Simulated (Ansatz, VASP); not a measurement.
**LiGa2 in VASP and in Ansatz**

The input INCAR:

```
  PREC = Accurate
  ENCUT = 600
  EDIFF = 1E-7
  ISMEAR = 0
  SIGMA = 0.1
  LREAL = F
  LASPH = T
  NELM = 60
  ALGO = Fast
  ISIF = 3
  LWAVE = F
  LCHARG = F
  GGA = PE
  IBRION = 2
  NSW = 100
  EDIFFG = -0.01
```

File KPOINTS:

```
regular mesh
0
Gamma
  8 8 8
```

Contents of POSCAR:

```
LiGa2
1.0
    0.0000000000      3.8071833343      3.8071833343
    3.8071833343      0.0000000000      3.8071833343
    3.8071833343      3.8071833343      0.0000000000
Li Ga
2 4
Direct
    0.0000000000      0.0000000000      0.0000000000
    0.2500000000      0.2500000000      0.2500000000
    0.6250000000      0.6250000000      0.6250000000
    0.1250000000      0.6250000000      0.6250000000
    0.6250000000      0.6250000000      0.1250000000
    0.6250000000      0.1250000000      0.6250000000
```

Input for Ansatz:

```yaml
crystal:
  lattice:
    - [0.0, 3.8071833343, 3.8071833343]
    - [3.8071833343, 0.0, 3.8071833343]
    - [3.8071833343, 3.8071833343, 0.0]
  atoms:
    - { symbol: Li, position: [0.0, 0.0, 0.0] }
    - { symbol: Li, position: [0.25, 0.25, 0.25] }
    - { symbol: Ga, position: [0.625, 0.625, 0.625] }
    - { symbol: Ga, position: [0.125, 0.625, 0.625] }
    - { symbol: Ga, position: [0.625, 0.625, 0.125] }
    - { symbol: Ga, position: [0.625, 0.125, 0.625] }
basis:
  ecutwfc: 420
kpoints:
  mp_grid: { grid: [8, 8, 8] }
hamiltonian:
  xc: pbe
scf:
  occupations: { method: gaussian, width: 0.1 }
output:
  forces: true
  stress: true
  eigenvalues: true
relax:
  adjacent_minimum: "off"
  f_tol: 0.01
  max_steps: 80
  cell: { stress_tol: 0.05 }
```

Alike in both runs: task relaxation of cell and atoms; functional PBE; k mesh 8 × 8 × 8; occupations gaussian, width 0.1 eV; no spin polarisation.

|  | VASP | Ansatz |
| --- | --- | --- |
| version | VASP 6.6.1 | Ansatz 0.2.0 |
| potentials or method | VASP PAW PBE potentials, release 64 (Li_sv, Ga_d), cutoff 600 eV | scalar-relativistic, plane waves, PAW |
| valence electrons in the cell | 58 | 58 |

```csv
,VASP,Ansatz,Ansatz less VASP
"gap on the k mesh at the Fermi level, each at its own relaxed structure (eV)",none,none,-
relaxed volume (Å³/atom),18.39,18.39,0.000
relaxed length of the cell vector where the two differ most in proportion (Å),5.384,5.384,0.0000
```

A gap of «none» marks a metal or a gap that the smearing closes.

Noted on VASP's run: the cutoff is under 1.25 times that of the potentials, so the pressure is a little rough; the relaxation stopped at its first step, so nothing moved.
